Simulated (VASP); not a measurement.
# Ti (P6_3/mmc) in VASP: notebook

The runs below take Ti through single point, with revPBE, PBEsol, RPBE.

Everything below comes from runs of VASP 6.6.1. Logs are shortened: lines on timing, memory, paths and dates and some standing lists are left out, and cuts for length are marked.

## Step 1: The cell of the first run

Symmetry: P6_3/mmc, No. 194, hexagonal system. The conventional cell has a = 2.950 Å, b = 2.950 Å, c = 4.680 Å, α = 90.00°, β = 90.00°, γ = 120.00°. Ti (site symmetry -6m2) has 12 Ti at 2.89 to 2.95 Å within 3.8 Å.

## Step 2: Single point, revPBE

File INCAR:

```
PREC = Accurate
ENCUT = 500
EDIFF = 1E-6
ISMEAR = 0
SIGMA = 0.05
LREAL = F
LASPH = T
NELM = 120
ALGO = Normal
ISIF = 2
LWAVE = F
LCHARG = F
GGA = RE
NBANDS = 19
GGA_COMPAT = F
```

File KPOINTS:

```
regular mesh
0
Gamma
  11 11 6
```

File POSCAR:

```
Ti
1.0
    2.9500000000      0.0000000000      0.0000000000
   -1.4750000000      2.5547749412      0.0000000000
    0.0000000000      0.0000000000      4.6800000000
Ti
2
Direct
    0.3333333333      0.6666666667      0.2500000000
    0.6666666667      0.3333333333      0.7500000000
```

Potentials or basis: VASP PAW PBE potentials, release 64 (Ti_sv).

The run is started by

```bash
cat potpaw_PBE.64/Ti_sv/POTCAR > POTCAR
mpirun -np 1 vasp_std > vasp.out
```

OUTCAR:

```text
PREC = Accurate
   ENCUT = 500
   EDIFF = 1E-6
   ISMEAR = 0
   LREAL = F
   LASPH = T
   NELM = 120
   ISIF = 2
   GGA = RE

 ion  position               nearest neighbor table
   1  0.333  0.667  0.250-   2 2.89   2 2.89   2 2.89   2 2.89   2 2.89   2 2.89
   2  0.667  0.333  0.750-   1 2.89   1 2.89   1 2.89   1 2.89   1 2.89   1 2.89

  LATTYP: Found a hexagonal cell.
 ALAT       =     2.9500000000
 C/A-ratio  =     1.5864406780

  Lattice vectors:

 A1 = (   2.9500000000,   0.0000000000,   0.0000000000)
 A2 = (  -1.4750000000,   2.5547749412,   0.0000000000)
 A3 = (   0.0000000000,   0.0000000000,   4.6800000000)

Analysis of symmetry for initial positions (statically):
=====================================================================
 Subroutine PRICEL returns:
 Original cell was already a primitive cell.

 Routine SETGRP: Setting up the symmetry group for a
 hexagonal supercell.

 Subroutine GETGRP returns: Found 24 space group operations
 (whereof 12 operations were pure point group operations)
 out of a pool of 24 trial point group operations.

The static configuration has the point symmetry D_3d.
 The point group associated with its full space group is D_6h.

Analysis of symmetry for dynamics (positions and initial velocities):
=====================================================================
 Subroutine PRICEL returns:
 Original cell was already a primitive cell.

 Routine SETGRP: Setting up the symmetry group for a
 hexagonal supercell.

 Subroutine GETGRP returns: Found 24 space group operations
 (whereof 12 operations were pure point group operations)
 out of a pool of 24 trial point group operations.

The dynamic configuration has the point symmetry D_3d.
 The point group associated with its full space group is D_6h.

 Subroutine INISYM returns: Found 24 space group operations
 (whereof 12 operations are pure point group operations),
 and found     1 'primitive' translations

----------------------------------------------------------------------------------------

                                     Primitive cell

  volume of cell :      35.2712
[... 80 lines left out ...]
   PREC   = accura    normal or accurate (medium, high low for compatibility)
   ISTART =      0    job   : 0-new  1-cont  2-samecut
   ICHARG =      2    charge: 1-file 2-atom 10-const
   ISPIN  =      1    spin polarized calculation?
   LNONCOLLINEAR =      F non collinear calculations
   LSORBIT =      F    spin-orbit coupling
   LASPH  =      T    aspherical Exc in radial PAW
   ENCUT  =  500.0 eV  36.75 Ry    6.06 a.u.   5.38  5.38  8.53*2*pi/ulx,y,z
   NELM   =    120;   NELMIN=  2; NELMDL= -5     # of ELM steps
   EDIFF  = 0.1E-05   stopping-criterion for ELM
   LREAL  =      F    real-space projection
   EDIFFG = 0.1E-04   stopping-criterion for IOM
   NSW    =      0    number of steps for IOM
   IBRION =     -1    ionic relax: 0-MD 1-quasi-New 2-CG
   NFREE  =      0    steps in history (QN), initial steepest desc. (CG)
   ISIF   =      2    stress and relaxation
   ISYM   =      2    0-nonsym 1-usesym 2-fastsym
   POTIM  = 0.5000    time-step for ionic-motion
   TEBEG  =    0.0;   TEEND  =   0.0 temperature during run
   PSTRESS=    0.0 pullay stress
   NELECT =      24.0000    total number of electrons
   NUPDOWN=      -1.0000    fix difference up-down
   EMIN   =  10.00;   EMAX   =-10.00  energy-range for DOS
   EFERMI =   0.00;   METHOD = LEGACY
   ISMEAR =     0;   SIGMA  =   0.05  broadening in eV -4-tet -1-fermi 0-gaus
   EFERMI_NEDOS =   21; number of points for ismear=-14 and -15
   IALGO  =     38    algorithm
   IMIX   =      4    mixing-type and parameters
     AMIX     =   0.40;   BMIX     =  1.00
     AMIX_MAG =   1.60;   BMIX_MAG =  1.00
  volume/ion in A,a.u.               =      17.64       119.01
  Fermi-wavevector in a.u.,A,eV,Ry     =   1.439920  2.721055 28.209912  2.073370
  Thomas-Fermi vector in A             =   2.558722
   LORBIT       =      0    0 simple, 1 ext, 2 COOP (PROOUT), +10 PAW based schemes
   GGA     = RE    functional components
   LHFCALC =     F    Hartree Fock is set to
   AEXX    =    0.0000 exact exchange contribution
   IVDW    =     0    specifies the selected vdW correction
   LEPSILON=     F    determine dielectric tensor
   LRPA    =     F    only Hartree local field effects (RPA)
 non-spin polarized calculation
 Gauss-broadening in eV      SIGMA  =   0.05
  energy-cutoff  :      500.00
  volume of cell :       35.27
 maximum number of plane-waves:       929
 NGX is ok and might be reduce to    24
   NGX = 11   NGY = 11   NGZ = 17

 number of electron      24.0000002 magnetization

 Free energy of the ion-electron system (eV)
  ---------------------------------------------------
  ext. energy  EPLUGINS =         0.00000000
  ---------------------------------------------------
  free energy    TOTEN  =       -15.03666343 eV

  energy without entropy =      -15.03344633  energy(sigma->0) =      -15.03505488

 E-fermi :   8.2707     XC(G=0): -11.3467

 val. band max:        8.2525124630   @ k =   0.0909   0.0000   0.1667
 cond. band min:       8.2952347692   @ k =   0.3636   0.1818   0.5000
 fundamental gap:      0.0427223062
 Fermi energy:         8.2706593551

 k-point     1 :       0.0000    0.0000    0.0000
  band No.  band energies     occupation
      1     -48.7323      2.00000
      2     -48.6060      2.00000
      3     -25.2476      2.00000
      4     -24.6399      2.00000
      5     -24.6399      2.00000
      6     -24.5805      2.00000
[... 505 lines left out ...]
      6     -24.7002      2.00000
[... 11 lines left out ...]
     18      10.5184      0.00000
     19      11.5345      0.00000

 [... further k-points ...]

------------------------ aborting loop because EDIFF is reached ----------------------------------------

  FORCE on cell =-STRESS in cart. coord.  units (eV):
  Direction    XX          YY          ZZ          XY          YZ          ZX
  --------------------------------------------------------------------------------------
  -------------------------------------------------------------------------------------
  Total        0.0858398      0.0858398      0.1455120      0.0000000      0.0000000      0.0000000
  in kB        3.8992286      3.8992286      6.6098062      0.0000000      0.0000000      0.0000000
  external PRESSURE =       4.8027544 kB  Pullay stress =       0.0000000 kB

 VOLUME and BASIS-vectors are now :
 -----------------------------------------------------------------------------
  energy-cutoff  :      500.00
  volume of cell :       35.27
      direct lattice vectors                 reciprocal lattice vectors
     2.950000000  0.000000000  0.000000000     0.338983051  0.195711956  0.000000000
    -1.475000000  2.554774941  0.000000000     0.000000000  0.391423911  0.000000000
     0.000000000  0.000000000  4.680000000     0.000000000  0.000000000  0.213675214

 POSITION                                       TOTAL-FORCE (eV/Angst)
 -----------------------------------------------------------------------------------
     -0.00000      1.70318      1.17000         0.000000      0.000000      0.000000
      1.47500      0.85159      3.51000         0.000000      0.000000      0.000000
 -----------------------------------------------------------------------------------
    total drift:                               -0.000000      0.000000     -0.000000

  FREE ENERGIE OF THE ION-ELECTRON SYSTEM (eV)
  ---------------------------------------------------
  free  energy   TOTEN  =       -15.0366634263 eV

  energy  without entropy=      -15.0334463282  energy(sigma->0) =      -15.03505488
```

OSZICAR:

```text
N       E                     dE             d eps       ncg     rms          rms(c)
DAV:   1     0.261546270093E+03    0.26155E+03   -0.12776E+04  2432   0.153E+03
DAV:   2     0.131566988278E+02   -0.24839E+03   -0.24442E+03  2507   0.434E+02
DAV:   3    -0.158215798037E+02   -0.28978E+02   -0.28656E+02  4527   0.123E+02
DAV:   4    -0.170383699802E+02   -0.12168E+01   -0.12154E+01  2815   0.262E+01
DAV:   5    -0.170983022123E+02   -0.59932E-01   -0.59927E-01  3625   0.408E+00    0.115E+01
DAV:   6    -0.150285291966E+02    0.20698E+01   -0.76096E+00  2809   0.277E+01    0.289E+00
DAV:   7    -0.150167131432E+02    0.11816E-01   -0.69001E-01  3680   0.620E+00    0.205E+00
DAV:   8    -0.150446737225E+02   -0.27961E-01   -0.19821E-01  2708   0.502E+00    0.688E-01
DAV:   9    -0.150362879002E+02    0.83858E-02   -0.47466E-02  2751   0.214E+00    0.671E-02
DAV:  10    -0.150365866401E+02   -0.29874E-03   -0.27565E-03  3509   0.310E-01    0.782E-02
DAV:  11    -0.150366717117E+02   -0.85072E-04   -0.17547E-04  2987   0.958E-02    0.319E-02
DAV:  12    -0.150366616138E+02    0.10098E-04   -0.40803E-05  3050   0.464E-02    0.894E-03
DAV:  13    -0.150366628259E+02   -0.12121E-05   -0.11818E-06  1716   0.105E-02    0.119E-03
DAV:  14    -0.150366634263E+02   -0.60048E-06   -0.20357E-07  1297   0.420E-03
   1 F= -.15036663E+02 E0= -.15035055E+02  d E =-.321710E-02
```

Wall time 25 s (1 thread of Intel Xeon Platinum 8375C at 2.90GHz (Ice Lake), shared host); peak memory 0.17 GiB.

Results:

- Free energy: -15.0367 eV
- Pressure: 0.5 GPa
- Band gap on the k mesh: zero (bands 12 and 13 overlap by 1.02 eV)

Stress tensor (GPa, compression positive):
```
0.39 0.00 0.00
0.00 0.39 0.00
0.00 0.00 0.66
```

Caveat: the PAW data sets were made with another functional, which shifts forces and pressure a little.

## Step 3: Single point, PBEsol

File INCAR:

```
ALGO = Normal ; EDIFF = 1E-6
ENCUT = 500 ; GGA = PS
GGA_COMPAT = F ; ISIF = 2
ISMEAR = 0 ; LASPH = T
LCHARG = F ; LREAL = F
LWAVE = F ; NBANDS = 19
NELM = 120 ; PREC = Accurate
SIGMA = 0.05
```

File KPOINTS:

```
k-points
0
Gamma
  11 11 6
```

POSCAR is that of step 2.

Potentials or basis: VASP PAW PBE potentials, release 64 (Ti_sv).

The run is started by

```bash
cat potpaw_PBE.64/Ti_sv/POTCAR > POTCAR
mpirun -np 1 vasp_std > vasp.out
```

OUTCAR:

```text
EDIFF = 1E-6
   ENCUT = 500
   GGA = PS
   ISIF = 2
   ISMEAR = 0
   LASPH = T
   LREAL = F
   NELM = 120
   PREC = Accurate

 ion  position               nearest neighbor table
   1  0.333  0.667  0.250-   2 2.89   2 2.89   2 2.89   2 2.89   2 2.89   2 2.89
   2  0.667  0.333  0.750-   1 2.89   1 2.89   1 2.89   1 2.89   1 2.89   1 2.89

  LATTYP: Found a hexagonal cell.
 ALAT       =     2.9500000000
 C/A-ratio  =     1.5864406780

  Lattice vectors:

 A1 = (   2.9500000000,   0.0000000000,   0.0000000000)
 A2 = (  -1.4750000000,   2.5547749412,   0.0000000000)
 A3 = (   0.0000000000,   0.0000000000,   4.6800000000)

Analysis of symmetry for initial positions (statically):
=====================================================================
 Subroutine PRICEL returns:
 Original cell was already a primitive cell.

 Routine SETGRP: Setting up the symmetry group for a
 hexagonal supercell.

[... 163 lines left out ...]
  ext. energy  EPLUGINS =         0.00000000
  ---------------------------------------------------
  free energy    TOTEN  =       -16.64051164 eV

  energy without entropy =      -16.63731438  energy(sigma->0) =      -16.63891301

 E-fermi :   8.0608     XC(G=0): -11.5623

 val. band max:        8.0605947624   @ k =   0.0909   0.0000   0.1667
 cond. band min:       8.0756855823   @ k =   0.0909   0.0909   0.0000
 fundamental gap:      0.0150908199
 Fermi energy:         8.0608177690

 k-point     1 :       0.0000    0.0000    0.0000
  band No.  band energies     occupation
      1     -48.6049      2.00000
      2     -48.4746      2.00000
      3     -25.2792      2.00000
      4     -24.6572      2.00000
      5     -24.6572      2.00000
      6     -24.5973      2.00000
[... 505 lines left out ...]
      6     -24.7190      2.00000
[... 11 lines left out ...]
     18      10.3125      0.00000
     19      11.3269      0.00000

 [... further k-points ...]

------------------------ aborting loop because EDIFF is reached ----------------------------------------

  FORCE on cell =-STRESS in cart. coord.  units (eV):
  Direction    XX          YY          ZZ          XY          YZ          ZX
  --------------------------------------------------------------------------------------
  -------------------------------------------------------------------------------------
  Total       -1.3197732     -1.3197732     -1.3286879      0.0000000      0.0000000      0.0000000
  in kB      -59.9500270    -59.9500270    -60.3549714      0.0000000      0.0000000      0.0000000
  external PRESSURE =     -60.0850085 kB  Pullay stress =       0.0000000 kB

 VOLUME and BASIS-vectors are now :
 -----------------------------------------------------------------------------
  energy-cutoff  :      500.00
  volume of cell :       35.27
      direct lattice vectors                 reciprocal lattice vectors
     2.950000000  0.000000000  0.000000000     0.338983051  0.195711956  0.000000000
    -1.475000000  2.554774941  0.000000000     0.000000000  0.391423911  0.000000000
     0.000000000  0.000000000  4.680000000     0.000000000  0.000000000  0.213675214

 POSITION                                       TOTAL-FORCE (eV/Angst)
 -----------------------------------------------------------------------------------
     -0.00000      1.70318      1.17000         0.000000     -0.000000      0.000000
      1.47500      0.85159      3.51000        -0.000000      0.000000      0.000000
 -----------------------------------------------------------------------------------
    total drift:                               -0.000000      0.000000     -0.000000

  FREE ENERGIE OF THE ION-ELECTRON SYSTEM (eV)
  ---------------------------------------------------
  free  energy   TOTEN  =       -16.6405116427 eV

  energy  without entropy=      -16.6373143825  energy(sigma->0) =      -16.63891301
```

OSZICAR:

```text
N       E                     dE             d eps       ncg     rms          rms(c)
DAV:   1     0.257699039574E+03    0.25770E+03   -0.12746E+04  2440   0.153E+03
DAV:   2     0.107718122937E+02   -0.24693E+03   -0.24298E+03  2504   0.432E+02
DAV:   3    -0.178346632945E+02   -0.28606E+02   -0.28298E+02  4530   0.122E+02
DAV:   4    -0.190107334871E+02   -0.11761E+01   -0.11747E+01  2815   0.257E+01
DAV:   5    -0.190672529765E+02   -0.56519E-01   -0.56514E-01  3628   0.398E+00    0.122E+01
DAV:   6    -0.166556187889E+02    0.24116E+01   -0.86625E+00  2812   0.292E+01    0.288E+00
DAV:   7    -0.166264108194E+02    0.29208E-01   -0.78803E-01  3659   0.628E+00    0.207E+00
DAV:   8    -0.166482904034E+02   -0.21880E-01   -0.20538E-01  2699   0.531E+00    0.686E-01
DAV:   9    -0.166400668337E+02    0.82236E-02   -0.50161E-02  2792   0.216E+00    0.737E-02
DAV:  10    -0.166403812071E+02   -0.31437E-03   -0.27503E-03  3507   0.303E-01    0.935E-02
DAV:  11    -0.166405180288E+02   -0.13682E-03   -0.24984E-04  2943   0.107E-01    0.316E-02
DAV:  12    -0.166405118524E+02    0.61764E-05   -0.47686E-05  3339   0.469E-02    0.114E-02
DAV:  13    -0.166405116427E+02    0.20973E-06   -0.19781E-06  2348   0.120E-02
   1 F= -.16640512E+02 E0= -.16638913E+02  d E =-.319726E-02
```

It took 21 s on 1 thread of Intel Xeon Platinum 8375C at 2.90GHz (Ice Lake), shared host; peak memory 0.16 GiB.

What came out:

```yaml
Free_energy: -16.6405 eV
Pressure: -6.0 GPa
Band_gap_on_the_k_mesh: zero (bands 12 and 13 overlap by 1.00 eV)
```

Levels at points of the mesh, in eV from the Fermi level:
```csv
k point,band 8,band 9,band 10,band 11,band 12,band 13,band 14,band 15,band 16,band 17
"(0.00, 0.00, 0.00)",-32.62,-6.19,-2.67,0.71,0.75,0.75,0.86,1.24,1.24,1.59
"(0.00, 0.00, 0.50)",-32.67,-4.35,-4.35,0.07,0.07,0.66,0.66,0.66,0.66,2.74
```

Caveat: the cell stands under tension; the PAW data sets were made with another functional, which shifts forces and pressure a little.

## Step 4: Single point, RPBE

INCAR: that of step 3 with these lines changed.

```diff
@@ -1,3 +1,3 @@
 ALGO = Normal ; EDIFF = 1E-6
-ENCUT = 500 ; GGA = PS
+ENCUT = 500 ; GGA = RP
 GGA_COMPAT = F ; ISIF = 2
```

KPOINTS is that of step 3.

POSCAR is that of step 3.

Potentials or basis: VASP PAW PBE potentials, release 64 (Ti_sv).

The run is started by

```bash
cat potpaw_PBE.64/Ti_sv/POTCAR > POTCAR
mpirun -np 1 vasp_std > vasp.out
```

OUTCAR:

```text
EDIFF = 1E-6
   ENCUT = 500
   GGA = RP
   ISIF = 2
   ISMEAR = 0
   LASPH = T
   LREAL = F
   NELM = 120
   PREC = Accurate

 ion  position               nearest neighbor table
   1  0.333  0.667  0.250-   2 2.89   2 2.89   2 2.89   2 2.89   2 2.89   2 2.89
   2  0.667  0.333  0.750-   1 2.89   1 2.89   1 2.89   1 2.89   1 2.89   1 2.89

  LATTYP: Found a hexagonal cell.
 ALAT       =     2.9500000000
 C/A-ratio  =     1.5864406780

  Lattice vectors:

[... 716 lines left out ...]
 [... further k-points ...]

------------------------ aborting loop because EDIFF is reached ----------------------------------------

  FORCE on cell =-STRESS in cart. coord.  units (eV):
  Direction    XX          YY          ZZ          XY          YZ          ZX
  --------------------------------------------------------------------------------------
  -------------------------------------------------------------------------------------
  Total        0.2673359      0.2673359      0.3378191      0.0000000      0.0000000      0.0000000
  in kB       12.1435962     12.1435962     15.3452611      0.0000000      0.0000000      0.0000000
  external PRESSURE =      13.2108178 kB  Pullay stress =       0.0000000 kB

 VOLUME and BASIS-vectors are now :
 -----------------------------------------------------------------------------
  energy-cutoff  :      500.00
  volume of cell :       35.27
      direct lattice vectors                 reciprocal lattice vectors
     2.950000000  0.000000000  0.000000000     0.338983051  0.195711956  0.000000000
    -1.475000000  2.554774941  0.000000000     0.000000000  0.391423911  0.000000000
     0.000000000  0.000000000  4.680000000     0.000000000  0.000000000  0.213675214

 POSITION                                       TOTAL-FORCE (eV/Angst)
 -----------------------------------------------------------------------------------
     -0.00000      1.70318      1.17000         0.000000     -0.000000      0.000000
      1.47500      0.85159      3.51000        -0.000000      0.000000      0.000000
 -----------------------------------------------------------------------------------
    total drift:                               -0.000000      0.000000     -0.000000

  FREE ENERGIE OF THE ION-ELECTRON SYSTEM (eV)
  ---------------------------------------------------
  free  energy   TOTEN  =       -14.8744305815 eV

  energy  without entropy=      -14.8712171111  energy(sigma->0) =      -14.87282385
```

Run time: 24 s. Hardware: 1 thread of Intel Xeon Platinum 8375C at 2.90GHz (Ice Lake), shared host; peak memory 0.17 GiB.

Results:

| Item | Value |
| --- | --- |
| Free energy | -14.8744 eV |
| Pressure | 1.3 GPa |
| Band gap on the k mesh | zero (bands 12 and 13 overlap by 1.03 eV) |

Stress tensor (GPa, compression positive):
```
1.21 0.00 0.00
0.00 1.21 0.00
0.00 0.00 1.53
```

Caveat: the PAW data sets were made with another functional, which shifts forces and pressure a little.

## Step 5: Overview

| level | gap on the mesh (eV) | pressure (GPa) |
| --- | --- | --- |
| revPBE | none | 0.5 |
| PBEsol | none | -6.0 |
| RPBE | none | 1.3 |

Alike in all rows: task single point; potentials or basis VASP PAW PBE potentials, release 64 (Ti_sv); no spin polarisation; cell as given; k mesh 11 × 11 × 6; cutoff (eV) 500; smearing gaussian 0.05 eV.

The pressure there spans -6.0 GPa (PBEsol) to 1.3 GPa (RPBE); a positive pressure means that this level wants a larger cell, a negative one a smaller.

Caveats: the PAW data sets were made with another functional, which shifts forces and pressure a little; the cell stands under tension (at least some runs).

Total energies depend on the potentials used, so only differences within one code and one set of settings carry meaning.
